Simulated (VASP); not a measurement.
A run of VASP 6.6.1 is set up as follows.

POSCAR

```
BN
1.0
    0.0000000000      1.8130010000      1.8130010000
    1.8130010000      0.0000000000      1.8130010000
    1.8130010000      1.8130010000      0.0000000000
B N
1 1
Direct
    0.0000000000      0.0000000000      0.0000000000
    0.7500000000      0.7500000000      0.6524949819
```

File INCAR.step1:

```
  ALGO = Normal
  EDIFF = 1E-4
  ENCUT = 520
  GGA = PE
  ISMEAR = 0
  LASPH = True
  LCHARG = False
  LREAL = False
  LWAVE = True
  NBANDS = 11
  NELM = 80
  PREC = Accurate
  SIGMA = 0.05
```

INCAR.step2

```
  ALGO = Normal
  EDIFF = 1E-7
  ENCUT = 520
  ISIF = 2
  ISMEAR = 0
  ISTART = 1
  LASPH = True
  LCHARG = True
  LELF = True
  LMIXTAU = True
  LREAL = False
  LVHAR = True
  LWAVE = False
  METAGGA = R2SCAN
  NBANDS = 11
  NELM = 80
  PREC = Accurate
  SIGMA = 0.05
```

The input KPOINTS:

```
k-points
0
Gamma
  12 12 12
```

Potentials or basis: VASP PAW PBE potentials, release 64 (B, N).

Launch:

```console
$ cat potpaw_PBE.64/B/POTCAR potpaw_PBE.64/N/POTCAR > POTCAR
$ cp INCAR.step1 INCAR
$ mpirun -np 1 vasp_std > vasp.out
$ cp INCAR.step2 INCAR
$ mpirun -np 1 vasp_std > vasp.out
```

**Question.** Estimate the largest force.

**Answer.** 6.524 eV/Å.

**Question.** Estimate the pressure.

**Answer.** 14.1 GPa.

**Question.** Estimate the band gap on the k mesh.

**Answer.** 2.76 eV (least direct gap 7.31 eV).

Forces in eV/Å, atoms in the order of the input:
```
B   -4.126 -4.126  2.918
N    4.126  4.126 -2.918
```

Caveat: the cell differs from its parent crystal (all N atoms moved -0.250 Å, as atom 2 along Cartesian [1 1 0]); the stress differs along the axes, from 12 to 18 GPa; the PAW data sets were made with another functional, which shifts forces and pressure a little. A k mesh can miss the band edges.
